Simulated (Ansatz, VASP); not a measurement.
# WS2: VASP beside Ansatz

INCAR

```
ALGO = Normal ; EDIFF = 1E-7
ENCUT = 520 ; GGA = PS
ISIF = 2 ; ISMEAR = 0
LASPH = T ; LCHARG = F
LREAL = F ; LWAVE = F
NBANDS = 35 ; NELM = 80
PREC = Accurate ; SIGMA = 0.05
```

File KPOINTS:

```
k-points
0
Gamma
  12 12 2
```

Contents of POSCAR:

```
WS2
1.0
    3.0599748907      0.0000000000      0.0000000000
   -1.5299874454      2.6500159903      0.0000000000
    0.0000000000      0.0000000000     12.3485284809
W S
2 4
Direct
    0.3333333333      0.6666666667      0.2500000000
    0.6666666667      0.3333333333      0.7500000000
    0.3333333333      0.6666666667      0.6068585060
    0.6666666667      0.3333333333      0.1068585060
    0.3333333333      0.6666666667      0.8931414940
    0.6666666667      0.3333333333      0.3931414940
```

Input for Ansatz:

```yaml
crystal:
  lattice:
    - [3.0599748907, 0.0, 0.0]
    - [-1.5299874454, 2.6500159903, 0.0]
    - [0.0, 0.0, 12.3485284809]
  atoms:
    - { symbol: W, position: [0.3333333333, 0.6666666667, 0.25] }
    - { symbol: W, position: [0.6666666667, 0.3333333333, 0.75] }
    - { symbol: S, position: [0.3333333333, 0.6666666667, 0.606858506] }
    - { symbol: S, position: [0.6666666667, 0.3333333333, 0.106858506] }
    - { symbol: S, position: [0.3333333333, 0.6666666667, 0.893141494] }
    - { symbol: S, position: [0.6666666667, 0.3333333333, 0.393141494] }
basis:
  ecutwfc: 420
kpoints:
  mp_grid: { grid: [12, 12, 2] }
hamiltonian:
  xc: pbesol
  pseudopotentials: { kind: paw, azcp: { folder: soft_1 } }
scf:
  occupations: { method: gaussian, width: 0.05 }
output:
  forces: true
  stress: true
  eigenvalues: true
```

Alike in both runs: task single point; functional PBEsol; k mesh 12 × 12 × 2; occupations gaussian, width 0.05 eV; no spin polarisation.

```csv
,VASP,Ansatz
version,VASP 6.6.1,Ansatz 0.2.0
potentials or method,"VASP PAW PBE potentials, release 64 (W_sv, S), cutoff 520 eV","scalar-relativistic, plane waves, PAW"
valence electrons in the cell,52,52
```

Ansatz gave:

- gap on the k mesh at the Fermi level (eV): 0.54
- least direct gap on the mesh (eV): 1.24
- pressure (GPa): -9.7
- traceless stress, the component that is largest in VASP (GPa): -18.63
- rms of the force components (eV/Å): 1.369

Problem. Which values does VASP return?

Solution. gap on the k mesh at the Fermi level (eV): 0.55; least direct gap on the mesh (eV): 1.24; pressure (GPa): -9.6; traceless stress, the component that is largest in VASP (GPa): -18.62; rms of the force components (eV/Å): 1.364.

VASP's potentials were made for PBE, not for PBEsol, and Ansatz warns of the same on its side. Atom by atom the forces differ by 0.004 eV/Å (rms over components).

Spin-orbit coupling is off throughout.
